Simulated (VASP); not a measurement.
# CuO (Tenorite) (C2/c) in VASP: a series of runs

CuO (Tenorite) is run at these levels: LDA; tasks: single point.

All numbers are computed with VASP 6.6.1; they aren't measurements. Logs are shortened: lines on timing, memory, paths and dates and some standing lists are left out, and cuts for length are marked.

## (1) The cell of the first run

It takes space group C2/c (No. 15, monoclinic). Conventional cell: a = 4.652 Å, b = 3.400 Å, c = 5.094 Å, α = 90.00°, β = 99.54°, γ = 90.00°. Cu (site symmetry -1) has 4 O at 1.94 to 1.95 Å within 2.6 Å. O (site symmetry 2) has 4 Cu at 1.94 to 1.95 Å within 2.6 Å.

## (2) Single point, LDA (volume scaled by 0.98)

The input, INCAR:

```
PREC = Accurate
ENCUT = 520
EDIFF = 1E-6
ISMEAR = -1
SIGMA = 0.05
LREAL = False
LASPH = True
NELM = 60
ALGO = Normal
ISIF = 2
LWAVE = False
LCHARG = False
NBANDS = 25
```

The input, KPOINTS:

```
Automatic mesh
0
Gamma
  10 10 5
```

The input, POSCAR:

```
CuO
1.0
    2.3261324123     -1.6998144190      0.0000000000
    2.3261324123      1.6998144190      0.0000000000
   -0.8443223728      0.0000000000      5.0239229397
Cu O
2 2
Direct
    0.5000000000      0.0000000000      0.5000000000
    0.0000000000      0.5000000000      0.0000000000
    0.4184000000      0.5816000000      0.7500000000
    0.5816000000      0.4184000000      0.2500000000
```

Potentials or basis: VASP PAW LDA potentials, release 64 (Cu, O).

Launch:

```
$ cat potpaw_LDA.64/Cu/POTCAR potpaw_LDA.64/O/POTCAR > POTCAR
$ mpirun -np 1 vasp_std > vasp.out
```

OUTCAR:

```text
PREC = Accurate
   ENCUT = 520
   EDIFF = 1E-6
   ISMEAR = -1
   LREAL = False
   LASPH = True
   NELM = 60
   ISIF = 2

 ion  position               nearest neighbor table
   1  0.500  0.000  0.500-   3 1.94   4 1.94   4 1.95   3 1.95
   2  0.000  0.500  0.000-   4 1.94   3 1.94   4 1.95   3 1.95
   3  0.418  0.582  0.750-   2 1.94   1 1.94   2 1.95   1 1.95
   4  0.582  0.418  0.250-   1 1.94   2 1.94   2 1.95   1 1.95

  LATTYP: Found a base centered monoclinic cell.
 ALAT       =     4.6522648246
 B/A-ratio  =     0.7307470589
 C/A-ratio  =     1.0950317057
 COS(beta)  =    -0.1657361228

  Lattice vectors:

 A1 = (   2.3261324123,  -1.6998144190,   0.0000000000)
 A2 = (   2.3261324123,   1.6998144190,   0.0000000000)
 A3 = (  -0.8443223728,   0.0000000000,   5.0239229397)

Analysis of symmetry for initial positions (statically):
=====================================================================
 Subroutine PRICEL returns:
 Original cell was already a primitive cell.

 Routine SETGRP: Setting up the symmetry group for a
 base centered monoclinic supercell.

 Subroutine GETGRP returns: Found  4 space group operations
 (whereof  2 operations were pure point group operations)
 out of a pool of  4 trial point group operations.

The static configuration has the point symmetry S_2 .
 The point group associated with its full space group is C_2h.

Analysis of symmetry for dynamics (positions and initial velocities):
=====================================================================
 Subroutine PRICEL returns:
 Original cell was already a primitive cell.

 Routine SETGRP: Setting up the symmetry group for a
 base centered monoclinic supercell.

 Subroutine GETGRP returns: Found  4 space group operations
 (whereof  2 operations were pure point group operations)
 out of a pool of  4 trial point group operations.

The dynamic configuration has the point symmetry S_2 .
 The point group associated with its full space group is C_2h.

 Subroutine INISYM returns: Found  4 space group operations
 (whereof  2 operations are pure point group operations),
 and found     1 'primitive' translations

----------------------------------------------------------------------------------------

                                     Primitive cell

  volume of cell :      39.7291

  direct lattice vectors                    reciprocal lattice vectors
     2.326132412 -1.699814419  0.000000000     0.214949071 -0.294149758  0.036124421
     2.326132412  1.699814419  0.000000000     0.214949071  0.294149758  0.036124421
    -0.844322373  0.000000000  5.023922940     0.000000000  0.000000000  0.199047639

  length of vectors
     2.881017365  2.881017365  5.094377486     0.366104025  0.366104025  0.199047639

  position of ions in fractional coordinates (direct lattice)
     0.500000000  0.000000000  0.500000000
     0.000000000  0.500000000  0.000000000
     0.418400000  0.581600000  0.750000000
     0.581600000  0.418400000  0.250000000

  ion indices of the primitive-cell ions
   primitive index   ion index
                 1           1
                 2           2
                 3           3
                 4           4

----------------------------------------------------------------------------------------

 KPOINTS: Automatic mesh

Automatic generation of k-mesh.
 Grid dimensions read from file:
 generate k-points for:   10   10    5

 Generating k-lattice:

  Cartesian coordinates                     Fractional coordinates (reciprocal lattice)
     0.021494907 -0.029414976  0.003612442     0.100000000  0.000000000  0.000000000
     0.021494907  0.029414976  0.003612442     0.000000000  0.100000000  0.000000000
     0.000000000  0.000000000  0.039809528     0.000000000  0.000000000  0.200000000

  Length of vectors
     0.036610402  0.036610402  0.039809528

  Shift w.r.t. Gamma in fractional coordinates (k-lattice)
     0.000000000  0.000000000  0.000000000

 Subroutine IBZKPT returns following result:
 ===========================================

 Found    141 irreducible k-points:

 Following reciprocal coordinates:
            Coordinates               Weight
  0.000000  0.000000  0.000000      1.000000
  0.100000  0.000000  0.000000      4.000000
  0.200000  0.000000  0.000000      4.000000
  0.300000  0.000000  0.000000      4.000000
  0.400000  0.000000  0.000000      4.000000
  0.500000  0.000000  0.000000      2.000000
[... 16 lines left out ...]
  0.300000  0.300000  0.000000      2.000000
  0.400000  0.300000  0.000000      4.000000
 [... further k-points ...]
   k-points           NKPTS =    141   k-points in BZ     NKDIM =    141   number of bands    NBANDS=     25
   number of dos      NEDOS =    301   number of ions     NIONS =      4
   total plane-waves  NPLWV =  23040
   dimension x,y,z NGX =    24 NGY =   24 NGZ =   40
   dimension x,y,z NGXF=    48 NGYF=   48 NGZF=   80
   ions per type =               2   2
   NGX,Y,Z   is equivalent  to a cutoff of  13.85, 13.85, 13.05 a.u.
   NGXF,Y,Z  is equivalent  to a cutoff of  27.70, 27.70, 26.11 a.u.
 SYSTEM =  unknown system
   PREC   = accura    normal or accurate (medium, high low for compatibility)
   ISTART =      0    job   : 0-new  1-cont  2-samecut
   ICHARG =      2    charge: 1-file 2-atom 10-const
   ISPIN  =      1    spin polarized calculation?
   LNONCOLLINEAR =      F non collinear calculations
   LSORBIT =      F    spin-orbit coupling
   LASPH  =      T    aspherical Exc in radial PAW
   ENCUT  =  520.0 eV  38.22 Ry    6.18 a.u.   5.36  5.36  9.47*2*pi/ulx,y,z
   NELM   =     60;   NELMIN=  2; NELMDL= -5     # of ELM steps
   EDIFF  = 0.1E-05   stopping-criterion for ELM
   LREAL  =      F    real-space projection
   EDIFFG = 0.1E-04   stopping-criterion for IOM
   NSW    =      0    number of steps for IOM
   IBRION =     -1    ionic relax: 0-MD 1-quasi-New 2-CG
   NFREE  =      0    steps in history (QN), initial steepest desc. (CG)
   ISIF   =      2    stress and relaxation
   ISYM   =      2    0-nonsym 1-usesym 2-fastsym
   POTIM  = 0.5000    time-step for ionic-motion
   TEBEG  =    0.0;   TEEND  =   0.0 temperature during run
   PSTRESS=    0.0 pullay stress
   NELECT =      34.0000    total number of electrons
   NUPDOWN=      -1.0000    fix difference up-down
   EMIN   =  10.00;   EMAX   =-10.00  energy-range for DOS
   EFERMI =   0.00;   METHOD = LEGACY
   ISMEAR =    -1;   SIGMA  =   0.05  broadening in eV -4-tet -1-fermi 0-gaus
   EFERMI_NEDOS =   21; number of points for ismear=-14 and -15
   IALGO  =     38    algorithm
   IMIX   =      4    mixing-type and parameters
     AMIX     =   0.40;   BMIX     =  1.00
     AMIX_MAG =   1.60;   BMIX_MAG =  1.00
  volume/ion in A,a.u.               =       9.93        67.03
  Fermi-wavevector in a.u.,A,eV,Ry     =   1.554288  2.937178 32.869108  2.415811
  Thomas-Fermi vector in A             =   2.658396
   LORBIT       =      0    0 simple, 1 ext, 2 COOP (PROOUT), +10 PAW based schemes
   GGA     = CA    functional components
   LHFCALC =     F    Hartree Fock is set to
   AEXX    =    0.0000 exact exchange contribution
   IVDW    =     0    specifies the selected vdW correction
   LEPSILON=     F    determine dielectric tensor
   LRPA    =     F    only Hartree local field effects (RPA)
 non-spin polarized calculation
  energy-cutoff  :      520.00
  volume of cell :       39.73
 maximum number of plane-waves:      1097
 NGX is ok and might be reduce to    24
   NGX = 11   NGY = 11   NGZ = 19

 number of electron      33.9999991 magnetization

 Free energy of the ion-electron system (eV)
  ---------------------------------------------------
  ext. energy  EPLUGINS =         0.00000000
  ---------------------------------------------------
  free energy    TOTEN  =       -23.19024758 eV

  energy without entropy =      -23.17118190  energy(sigma->0) =      -23.18071474

 E-fermi :   5.6617     XC(G=0): -12.5488

 val. band max:        5.6595516770   @ k =   0.5000   0.0000   0.0000
 cond. band min:       5.6700321338   @ k =  -0.1000  -0.0000   0.4000
 fundamental gap:      0.0104804568
 Fermi energy:         5.6616873005

 k-point     1 :       0.0000    0.0000    0.0000
  band No.  band energies     occupation
      1     -14.1532      2.00000
      2     -12.6989      2.00000
      3      -2.7432      2.00000
      4      -0.0846      2.00000
      5       0.3294      2.00000
      6       2.2246      2.00000
[... 17 lines left out ...]
     24      22.0007      0.00000
     25      22.3910      0.00000

 k-point     2 :       0.1000    0.0000    0.0000
  band No.  band energies     occupation
      1     -14.0796      2.00000
      2     -12.6760      2.00000
      3      -2.6297      2.00000
      4      -0.1010      2.00000
      5       0.3002      2.00000
      6       1.4648      2.00000
[... 17 lines left out ...]
     24      21.5642      0.00000
     25      22.6217      0.00000

 k-point     3 :       0.2000    0.0000    0.0000
  band No.  band energies     occupation
      1     -13.8790      2.00000
      2     -12.6150      2.00000
      3      -2.3255      2.00000
      4      -0.1618      2.00000
      5       0.1644      2.00000
      6       0.4225      2.00000
[... 17 lines left out ...]
     24      20.6750      0.00000
     25      22.1656      0.00000

 k-point     4 :       0.3000    0.0000    0.0000
  band No.  band energies     occupation
      1     -13.6133      2.00000
      2     -12.5381      2.00000
      3      -1.9402      2.00000
      4      -0.7789      2.00000
      5      -0.2335      2.00000
      6       0.3017      2.00000
[... 17 lines left out ...]
     24      19.5701      0.00000
     25      21.7527      0.00000
[... 477 lines left out ...]
 k-point    22 :      -0.2000    0.2000    0.0000
  band No.  band energies     occupation
      1     -13.5520      2.00000
      2     -12.5094      2.00000
      3      -1.8397      2.00000
      4      -0.2794      2.00000
      5      -0.2691      2.00000
      6       0.0776      2.00000
[... 17 lines left out ...]
     24      19.4670      0.00000
     25      19.7421      0.00000

 k-point    23 :       0.3000    0.3000    0.0000
  band No.  band energies     occupation
      1     -13.2848      2.00000
      2     -12.4895      2.00000
      3      -1.3552      2.00000
      4      -0.8427      2.00000
      5       0.1659      2.00000
      6       0.1969      2.00000
[... 17 lines left out ...]
     24      20.2410      0.00000
     25      20.5690      0.00000

 k-point    24 :       0.4000    0.3000    0.0000
  band No.  band energies     occupation
      1     -13.0762      2.00000
      2     -12.4395      2.00000
      3      -1.3596      2.00000
      4      -1.0548      2.00000
      5      -0.0456      2.00000
      6       0.1377      2.00000
[... 17 lines left out ...]
     24      19.0470      0.00000
     25      20.0721      0.00000

 [... further k-points ...]

------------------------ aborting loop because EDIFF is reached ----------------------------------------

  FORCE on cell =-STRESS in cart. coord.  units (eV):
  Direction    XX          YY          ZZ          XY          YZ          ZX
  --------------------------------------------------------------------------------------
  -------------------------------------------------------------------------------------
  Total       -1.4797231     -0.6167016     -1.8222201      0.0000000      0.0000000     -0.0642335
  in kB      -59.6735842    -24.8700545    -73.4856427      0.0000000      0.0000000     -2.5903787
  external PRESSURE =     -52.6764271 kB  Pullay stress =       0.0000000 kB

 VOLUME and BASIS-vectors are now :
 -----------------------------------------------------------------------------
  energy-cutoff  :      520.00
  volume of cell :       39.73
      direct lattice vectors                 reciprocal lattice vectors
     2.326132412 -1.699814419  0.000000000     0.214949071 -0.294149758  0.036124421
     2.326132412  1.699814419  0.000000000     0.214949071  0.294149758  0.036124421
    -0.844322373  0.000000000  5.023922940     0.000000000  0.000000000  0.199047639

 POSITION                                       TOTAL-FORCE (eV/Angst)
 -----------------------------------------------------------------------------------
      0.74091     -0.84991      2.51196         0.000000      0.000000      0.000000
      1.16307      0.84991      0.00000         0.000000     -0.000000      0.000000
      1.69289      0.27741      3.76794         0.000000     -0.362998      0.000000
      2.11505     -0.27741      1.25598        -0.000000      0.362998      0.000000
 -----------------------------------------------------------------------------------
    total drift:                                0.000000      0.000000     -0.000000

  FREE ENERGIE OF THE ION-ELECTRON SYSTEM (eV)
  ---------------------------------------------------
  free  energy   TOTEN  =       -23.1902475758 eV

  energy  without entropy=      -23.1711819011  energy(sigma->0) =      -23.18071474
```

Run time: 89 s. Hardware: 1 thread of Intel Xeon 6975P-C, shared host; peak memory 0.23 GiB.

Results:

```
Free energy            : -23.1902 eV
Pressure               : -5.3 GPa
Largest force          : 0.363 eV/Å
Band gap on the k mesh : zero (band 17 reaches 5.94 eV, above the bottom of band 18 at 5.33 eV)
```

Forces on the atoms (eV/Å):
```
Cu   0.000  0.000  0.000
Cu   0.000  0.000  0.000
O    0.000 -0.363  0.000
O    0.000  0.363  0.000
```

Stress tensor (GPa, compression positive):
```
-5.97  0.00 -0.26
 0.00 -2.49  0.00
-0.26  0.00 -7.35
```

Levels at points of the mesh, in eV from the Fermi level:
| k point | band 13 | band 14 | band 15 | band 16 | band 17 | band 18 | band 19 | band 20 | band 21 | band 22 |
| --- | --- | --- | --- | --- | --- | --- | --- | --- | --- | --- |
| (0.00, 0.00, 0.00) | -2.47 | -2.29 | -2.23 | -1.69 | 0.23 | 0.97 | 1.83 | 6.01 | 8.22 | 13.30 |
| (0.50, 0.00, 0.00) | -2.09 | -1.63 | -1.53 | -1.45 | 0.00 | 0.25 | 4.76 | 6.35 | 7.00 | 11.12 |
| (0.50, 0.50, 0.00) | -2.20 | -2.20 | -1.71 | -1.24 | -0.66 | 1.09 | 3.21 | 7.07 | 8.46 | 10.10 |

Caveat: semilocal functionals often make such compounds metallic where correlation or magnetic order opens a gap, which also shifts bond lengths.

[end of part 1 of 3]
